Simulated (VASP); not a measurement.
# NiO (Fm-3m) in VASP: notebook, part 2 of 2

VASP 6.6.1. The steps go on from the part before.

## Step 3: Single point, PBE+U, collinear spin, ferromagnetic start

This run uses another cell than the first one: it holds 2 atoms, not 4.

Input file INCAR:

```
  ALGO = Normal
  EDIFF = 1E-6
  ENCUT = 520
  GGA = PE
  ISIF = 2
  ISMEAR = 0
  ISPIN = 2
  LASPH = T
  LCHARG = F
  LDAU = T
  LDAUJ = 0 0
  LDAUL = 2 -1
  LDAUPRINT = 1
  LDAUTYPE = 2
  LDAUU = 6.2 0
  LMAXMIX = 4
  LORBIT = 11
  LREAL = F
  LWAVE = F
  MAGMOM = 1.91 0.21
  NBANDS = 19
  NELM = 150
  PREC = Accurate
  SIGMA = 0.05
```

Input file KPOINTS:

```
k-points
0
Gamma
  10 10 10
```

Input file POSCAR:

```
NiO
1.0
    0.0000000000      2.1337896542      2.1337896542
    2.1337896542      0.0000000000      2.1337896542
    2.1337896542      2.1337896542      0.0000000000
Ni O
1 1
Direct
    0.0000000000      0.0000000000      0.0000000000
    0.5000000000      0.5000000000      0.5000000000
```

Potentials or basis: VASP PAW PBE potentials, release 64 (Ni, O).

Command:

```console
$ cat potpaw_PBE.64/Ni/POTCAR potpaw_PBE.64/O/POTCAR > POTCAR
$ mpirun -np 1 vasp_std > vasp.out
```

OUTCAR:

```text
EDIFF = 1E-6
   ENCUT = 520
   GGA = PE
   ISIF = 2
   ISMEAR = 0
   ISPIN = 2
   LASPH = T
   LORBIT = 11
   LREAL = F
   NELM = 150
   PREC = Accurate

 ion  position               nearest neighbor table
   1  0.000  0.000  0.000-   2 2.13   2 2.13   2 2.13   2 2.13   2 2.13   2 2.13
   2  0.500  0.500  0.500-   1 2.13   1 2.13   1 2.13   1 2.13   1 2.13   1 2.13

  LATTYP: Found a face centered cubic cell.
 ALAT       =     4.2675793084

  Lattice vectors:

 A1 = (   0.0000000000,   2.1337896542,   2.1337896542)
 A2 = (   2.1337896542,   0.0000000000,   2.1337896542)
 A3 = (   2.1337896542,   2.1337896542,   0.0000000000)

Analysis of symmetry for initial positions (statically):
=====================================================================
 Subroutine PRICEL returns:
 Original cell was already a primitive cell.

 Routine SETGRP: Setting up the symmetry group for a
 face centered cubic supercell.

 Subroutine GETGRP returns: Found 48 space group operations
 (whereof 48 operations were pure point group operations)
 out of a pool of 48 trial point group operations.

The static configuration has the point symmetry O_h .

Analysis of symmetry for dynamics (positions and initial velocities):
=====================================================================
 Subroutine PRICEL returns:
[... 192 lines left out ...]
  o =  0.9805  v =  0.0000  0.0000  0.0000  0.0000  0.0000  1.0000  0.0000  0.0000  0.0000  0.0000      0.0000  0.0000  0.0000  0.0000  0.0000  0.0000  0.0000  0.0000  0.0000  0.0000
  o =  0.9818  v =  0.0000 -0.7963 -0.0000 -0.6049  0.0000  0.0000  0.0000  0.0000  0.0000  0.0000      0.0000  0.0000  0.0000  0.0000  0.0000  0.0000  0.0000  0.0000  0.0000  0.0000
  o =  0.9818  v =  0.0000  0.6049  0.0000 -0.7963  0.0000  0.0000  0.0000  0.0000  0.0000  0.0000      0.0000  0.0000  0.0000  0.0000  0.0000  0.0000  0.0000  0.0000  0.0000  0.0000
  o =  0.9818  v =  1.0000  0.0000  0.0000  0.0000  0.0000  0.0000  0.0000  0.0000  0.0000  0.0000      0.0000  0.0000  0.0000  0.0000  0.0000  0.0000  0.0000  0.0000  0.0000  0.0000
  o =  1.0279  v =  0.0000 -0.0000 -0.0483 -0.0000 -0.9988  0.0000  0.0000  0.0000  0.0000  0.0000      0.0000  0.0000  0.0000  0.0000  0.0000  0.0000  0.0000  0.0000  0.0000  0.0000
  o =  1.0279  v =  0.0000 -0.0000  0.9988  0.0000 -0.0483  0.0000  0.0000  0.0000  0.0000  0.0000      0.0000  0.0000  0.0000  0.0000  0.0000  0.0000  0.0000  0.0000  0.0000  0.0000

 number of electron      16.0000009 magnetization       1.9999982

 Free energy of the ion-electron system (eV)
  ---------------------------------------------------
  ext. energy  EPLUGINS =         0.00000000
  ---------------------------------------------------
  free energy    TOTEN  =       -10.14187616 eV

  energy without entropy =      -10.14187616  energy(sigma->0) =      -10.14187616

 E-fermi :   6.1884     XC(G=0): -12.2725

 val. band max:        5.9311747482   @ k =   0.5000   0.0000   0.0000
 cond. band min:       8.2914673176   @ k =   0.0000   0.0000   0.0000
 fundamental gap:      2.3602925695
 Fermi energy:         6.1884415679

 spin component 1

 k-point     1 :       0.0000    0.0000    0.0000
  band No.  band energies     occupation
      1     -12.3608      1.00000
      2      -0.1236      1.00000
      3      -0.1236      1.00000
      4       0.9899      1.00000
      5       0.9900      1.00000
      6       0.9900      1.00000
[... 1049 lines left out ...]
     18      38.4247      0.00000
     19      38.4566      0.00000

 [... further k-points ...]
[... 5 lines left out ...]
  --------------------------------------------------------------------------------------
  -------------------------------------------------------------------------------------
  Total       -0.9961662     -0.9961662     -0.9961662      0.0000000     -0.0000000      0.0000000
  in kB      -82.1405396    -82.1405396    -82.1405396      0.0000000     -0.0000000      0.0000000
  external PRESSURE =     -82.1405396 kB  Pullay stress =       0.0000000 kB

 VOLUME and BASIS-vectors are now :
 -----------------------------------------------------------------------------
  energy-cutoff  :      520.00
  volume of cell :       19.43
      direct lattice vectors                 reciprocal lattice vectors
     0.000000000  2.133789654  2.133789654    -0.234324878  0.234324878  0.234324878
     2.133789654  0.000000000  2.133789654     0.234324878 -0.234324878  0.234324878
     2.133789654  2.133789654  0.000000000     0.234324878  0.234324878 -0.234324878

 POSITION                                       TOTAL-FORCE (eV/Angst)
 -----------------------------------------------------------------------------------
      0.00000      0.00000      0.00000         0.000000      0.000000      0.000000
      2.13379      2.13379      2.13379         0.000000      0.000000      0.000000
 -----------------------------------------------------------------------------------
    total drift:                                0.000000     -0.000000     -0.000000

  FREE ENERGIE OF THE ION-ELECTRON SYSTEM (eV)
  ---------------------------------------------------
  free  energy   TOTEN  =       -10.1418761600 eV

  energy  without entropy=      -10.1418761600  energy(sigma->0) =      -10.14187616

 total charge

# of ion       s       p       d       tot
------------------------------------------
    1        0.326   0.378   8.172   8.877
    2        1.548   3.449   0.000   4.997
--------------------------------------------------
tot          1.874   3.827   8.172  13.874

 magnetization (x)

# of ion       s       p       d       tot
------------------------------------------
    1        0.012   0.012   1.803   1.827
    2        0.016   0.147   0.000   0.163
--------------------------------------------------
tot          0.028   0.159   1.803   1.990
```

OSZICAR:

```text
N       E                     dE             d eps       ncg     rms          rms(c)
DAV:   1     0.890776529956E+02    0.89078E+02   -0.72934E+03  3783   0.105E+03
DAV:   2    -0.368944579164E+01   -0.92767E+02   -0.81340E+02  3674   0.234E+02
DAV:   3    -0.958547270156E+01   -0.58960E+01   -0.57347E+01  4066   0.600E+01
DAV:   4    -0.963771387881E+01   -0.52241E-01   -0.52204E-01  3916   0.563E+00
DAV:   5    -0.963829426970E+01   -0.58039E-03   -0.58036E-03  3986   0.578E-01    0.143E+01
DAV:   6    -0.976430481253E+01   -0.12601E+00   -0.14634E+01  3878   0.677E+01    0.182E+01
DAV:   7    -0.976416612306E+01    0.13869E-03   -0.13043E+00  3903   0.251E+01    0.857E+00
DAV:   8    -0.100117835954E+02   -0.24762E+00   -0.18829E-01  4224   0.475E+00    0.529E+00
DAV:   9    -0.101341172017E+02   -0.12233E+00   -0.69431E-02  4196   0.770E+00    0.520E-01
DAV:  10    -0.101413910971E+02   -0.72739E-02   -0.31412E-02  4385   0.207E+00    0.482E-01
DAV:  11    -0.101413627292E+02    0.28368E-04   -0.29540E-03  4264   0.104E+00    0.145E-01
DAV:  12    -0.101417743783E+02   -0.41165E-03   -0.31492E-04  3819   0.476E-01    0.570E-02
DAV:  13    -0.101418683497E+02   -0.93971E-04   -0.13773E-04  4557   0.197E-01    0.229E-02
DAV:  14    -0.101418761081E+02   -0.77585E-05   -0.33891E-05  4019   0.522E-02    0.923E-03
DAV:  15    -0.101418761600E+02   -0.51866E-07   -0.87492E-07  3016   0.106E-02
   1 F= -.10141876E+02 E0= -.10141876E+02  d E =-.357055E-15  mag=     2.0000
```

It took 14 s on 1 thread of Intel Xeon 6975P-C (Granite Rapids), shared host; peak memory 0.16 GiB.

Results:

| Quantity | Value |
| --- | --- |
| Free energy | -10.1419 eV |
| Pressure | -8.2 GPa |
| Band gap on the k mesh | 2.36 eV, indirect (least direct gap 3.14 eV) |
| Net moment | 2.00 μB per cell |
| Site moments | Ni +1.83; O +0.16 μB |
| Valence electrons inside the program's atomic spheres | Ni 8.88; O 5.00 |

Levels at points of the mesh, in eV from the valence-band top:
Spin up:
```
           k point  band 5  band 6  band 7  band 8  band 9  band 10  band 11  band 12  band 13  band 14
(0.00, 0.00, 0.00)   -4.94   -4.94   -1.18   -1.18   -1.18     2.36    17.57    17.57    17.57    18.77
(0.50, 0.00, 0.00)   -4.51   -4.51   -3.11    0.00    0.00     6.59    10.54    14.57    14.57    20.14
(0.50, 0.50, 0.00)   -5.02   -4.22   -4.22   -2.46   -2.46     6.63    11.38    11.51    17.00    17.00
```
Spin down:
```tsv
k point	band 5	band 6	band 7	band 8	band 9	band 10
(0.00, 0.00, 0.00)	-0.85	-0.85	-0.85	2.62	2.62	2.71
(0.50, 0.00, 0.00)	-2.24	-1.79	-1.79	4.73	4.73	6.76
(0.50, 0.50, 0.00)	-3.15	-2.15	-2.15	3.03	3.37	7.27
```

Eigenvalues of the final occupation matrices:
| site | spin | trace | eigenvalues |
| --- | --- | --- | --- |
| site 1 d | 1 | 5.00 | 0.98 0.98 0.98 1.03 1.03 |
| site 1 d | 2 | 3.20 | 0.13 0.13 0.98 0.98 0.98 |

Caveat: a cell with one magnetic atom can't hold antiferromagnetic order, which such compounds often take. A k mesh can miss the band edges.

## Step 4: Single point, PBE+U, collinear spin, ferromagnetic start

This run uses another cell than the first one: it holds 2 atoms, not 4.

Input file INCAR:

```
SYSTEM = NiO
PREC = Accurate ; ENCUT = 520
EDIFF = 1E-7 ; ISMEAR = 0
SIGMA = 0.05 ; LREAL = .False.
LASPH = .True. ; NELM = 150
ALGO = Normal ; ISIF = 2
LWAVE = .False. ; LCHARG = .False.
ISPIN = 2 ; MAGMOM = 1.92 0.21
LORBIT = 11 ; LMAXMIX = 4
LDAU = .True. ; LDAUTYPE = 2
LDAUL = 2 -1 ; LDAUU = 6.2 0
LDAUJ = 0 0 ; LDAUPRINT = 1
GGA = PE ; NBANDS = 19
```

Input file KPOINTS:

```
regular mesh
0
Gamma
  10 10 10
  0 0 0
```

Input file POSCAR:

```
NiO
1.0
    0.0000000000      2.1503689408      2.1503689408
    2.1503689408      0.0000000000      2.1503689408
    2.1503689408      2.1503689408      0.0000000000
Ni O
1 1
Direct
    0.0000000000      0.0000000000      0.0000000000
    0.5000000000      0.5000000000      0.5000000000
```

Potentials or basis: VASP PAW PBE potentials, release 64 (Ni, O).

Command:

```console
$ cat potpaw_PBE.64/Ni/POTCAR potpaw_PBE.64/O/POTCAR > POTCAR
$ mpirun -np 1 vasp_std > vasp.out
```

OUTCAR:

```text
SYSTEM = NiO
   PREC = Accurate
   ENCUT = 520
   EDIFF = 1E-7
   ISMEAR = 0
   LREAL = .False.
   LASPH = .True.
   NELM = 150
   ISIF = 2
   ISPIN = 2
   LORBIT = 11
   GGA = PE

 ion  position               nearest neighbor table
   1  0.000  0.000  0.000-   2 2.15   2 2.15   2 2.15   2 2.15   2 2.15   2 2.15
   2  0.500  0.500  0.500-   1 2.15   1 2.15   1 2.15   1 2.15   1 2.15   1 2.15

  LATTYP: Found a face centered cubic cell.
 ALAT       =     4.3007378816

  Lattice vectors:

 A1 = (   0.0000000000,   2.1503689408,   2.1503689408)
 A2 = (   2.1503689408,   0.0000000000,   2.1503689408)
 A3 = (   2.1503689408,   2.1503689408,   0.0000000000)

Analysis of symmetry for initial positions (statically):
=====================================================================
 Subroutine PRICEL returns:
 Original cell was already a primitive cell.

 Routine SETGRP: Setting up the symmetry group for a
 face centered cubic supercell.

 Subroutine GETGRP returns: Found 48 space group operations
 (whereof 48 operations were pure point group operations)
 out of a pool of 48 trial point group operations.

The static configuration has the point symmetry O_h .

Analysis of symmetry for dynamics (positions and initial velocities):
=====================================================================
 Subroutine PRICEL returns:
 Original cell was already a primitive cell.

 Routine SETGRP: Setting up the symmetry group for a
 face centered cubic supercell.

 Subroutine GETGRP returns: Found 48 space group operations
 (whereof 48 operations were pure point group operations)
 out of a pool of 48 trial point group operations.

The dynamic configuration has the point symmetry O_h .

Analysis of structural, dynamic, and magnetic symmetry:
=====================================================================
[... 181 lines left out ...]
  o =  0.9813  v =  1.0000  0.0000  0.0000  0.0000  0.0000  0.0000  0.0000  0.0000  0.0000  0.0000      0.0000  0.0000  0.0000  0.0000  0.0000  0.0000  0.0000  0.0000  0.0000  0.0000
  o =  1.0246  v =  0.0000 -0.0000 -1.0000 -0.0000 -0.0001  0.0000  0.0000  0.0000  0.0000  0.0000      0.0000  0.0000  0.0000  0.0000  0.0000  0.0000  0.0000  0.0000  0.0000  0.0000
  o =  1.0246  v =  0.0000  0.0000 -0.0001 -0.0000  1.0000  0.0000  0.0000  0.0000  0.0000  0.0000      0.0000  0.0000  0.0000  0.0000  0.0000  0.0000  0.0000  0.0000  0.0000  0.0000

 number of electron      15.9999992 magnetization       2.0000000

 Free energy of the ion-electron system (eV)
  ---------------------------------------------------
  ext. energy  EPLUGINS =         0.00000000
  ---------------------------------------------------
  free energy    TOTEN  =       -10.11452232 eV

  energy without entropy =      -10.11452232  energy(sigma->0) =      -10.11452232

 E-fermi :   5.8837     XC(G=0): -12.1405

 val. band max:        5.6323968897   @ k =   0.5000   0.0000   0.0000
 cond. band min:       7.8617611355   @ k =   0.0000   0.0000   0.0000
 fundamental gap:      2.2293642458
 Fermi energy:         5.8837123931

 spin component 1

 k-point     1 :       0.0000    0.0000    0.0000
  band No.  band energies     occupation
      1     -12.4643      1.00000
      2      -0.4059      1.00000
      3      -0.4059      1.00000
      4       0.7069      1.00000
      5       0.7070      1.00000
      6       0.7070      1.00000
[... 1049 lines left out ...]
     18      37.7444      0.00000
     19      37.7662      0.00000

 [... further k-points ...]
[... 5 lines left out ...]
  --------------------------------------------------------------------------------------
  -------------------------------------------------------------------------------------
  Total       -1.4087308     -1.4087308     -1.4087308     -0.0000000      0.0000000     -0.0000000
  in kB     -113.4931528   -113.4931528   -113.4931528     -0.0000000      0.0000000     -0.0000000
  external PRESSURE =    -113.4931528 kB  Pullay stress =       0.0000000 kB

 VOLUME and BASIS-vectors are now :
 -----------------------------------------------------------------------------
  energy-cutoff  :      520.00
  volume of cell :       19.89
      direct lattice vectors                 reciprocal lattice vectors
     0.000000000  2.150368941  2.150368941    -0.232518239  0.232518239  0.232518239
     2.150368941  0.000000000  2.150368941     0.232518239 -0.232518239  0.232518239
     2.150368941  2.150368941  0.000000000     0.232518239  0.232518239 -0.232518239

 POSITION                                       TOTAL-FORCE (eV/Angst)
 -----------------------------------------------------------------------------------
      0.00000      0.00000      0.00000        -0.000000     -0.000000     -0.000000
      2.15037      2.15037      2.15037         0.000000      0.000000      0.000000
 -----------------------------------------------------------------------------------
    total drift:                                0.000000     -0.000000     -0.000000

  FREE ENERGIE OF THE ION-ELECTRON SYSTEM (eV)
  ---------------------------------------------------
  free  energy   TOTEN  =       -10.1145223185 eV

  energy  without entropy=      -10.1145223185  energy(sigma->0) =      -10.11452232

 total charge

# of ion       s       p       d       tot
------------------------------------------
    1        0.320   0.363   8.156   8.839
    2        1.548   3.436   0.000   4.985
--------------------------------------------------
tot          1.869   3.799   8.156  13.824

 magnetization (x)

# of ion       s       p       d       tot
------------------------------------------
    1        0.012   0.012   1.804   1.828
    2        0.016   0.145   0.000   0.160
--------------------------------------------------
tot          0.027   0.156   1.804   1.988
```

Run time: 15 s. Hardware: 1 thread of Intel Xeon 6975P-C (Granite Rapids), shared host; peak memory 0.16 GiB.

Results:

```
Free energy                                           : -10.1145 eV
Pressure                                              : -11.3 GPa
Band gap on the k mesh                                : 2.23 eV, indirect (least direct gap 3.01 eV)
Net moment                                            : 2.00 μB per cell
Site moments                                          : Ni +1.83; O +0.16 μB
Valence electrons inside the program's atomic spheres : Ni 8.84; O 4.99
```

Levels at points of the mesh, in eV from the valence-band top:
Spin up:
```
           k point  band 6  band 7  band 8  band 9  band 10  band 11  band 12  band 13
(0.00, 0.00, 0.00)   -4.93   -1.10   -1.10   -1.10     2.23    17.45    17.45    17.45
(0.50, 0.00, 0.00)   -4.52   -3.11    0.00    0.00     6.52    10.32    14.41    14.41
(0.50, 0.50, 0.00)   -4.24   -4.24   -2.35   -2.35     6.47    11.33    11.35    16.74
```
Spin down:
```
           k point  band 5  band 6  band 7  band 8  band 9  band 10
(0.00, 0.00, 0.00)   -0.78   -0.78   -0.78    2.57    2.64     2.64
(0.50, 0.00, 0.00)   -2.25   -1.72   -1.72    4.67    4.67     6.70
(0.50, 0.50, 0.00)   -3.17   -2.05   -2.05    3.04    3.34     7.12
```

Eigenvalues of the final occupation matrices:
```tsv
site	spin	trace	eigenvalues
site 1 d	1	4.99	0.98 0.98 0.98 1.02 1.02
site 1 d	2	3.19	0.12 0.12 0.98 0.98 0.98
```

Caveat: a cell with one magnetic atom can't hold antiferromagnetic order, which such compounds often take.

## Step 5: Overview

| spin | cell | k mesh | gap on the mesh (eV) | pressure (GPa) | moment (μB) |
| --- | --- | --- | --- | --- | --- |
| collinear, antiferromagnetic start | a = 3.018, b = 3.018, c = 4.268 Å, 4 atoms | 5 × 5 × 3 | 2.62 | -8.0 | 0.00 |
| collinear, ferromagnetic start | a = 3.018 Å, angles 60.0°, 2 atoms | 10 × 10 × 10 | 2.36 | -8.2 | 2.00 |
| collinear, ferromagnetic start | a = 3.041 Å, angles 60.0°, 2 atoms | 10 × 10 × 10 | 2.23 | -11.3 | 2.00 |

Alike in all rows: task single point; level PBE+U; potentials or basis VASP PAW PBE potentials, release 64 (Ni, O); Ni d U = 6.2 eV; cutoff (eV) 520; smearing gaussian 0.05 eV.

Caveats: some runs use coarse meshes; a cell with one magnetic atom can't hold antiferromagnetic order, which such compounds often take (some runs).

Absolute energies hang on the potentials; compare differences alone.
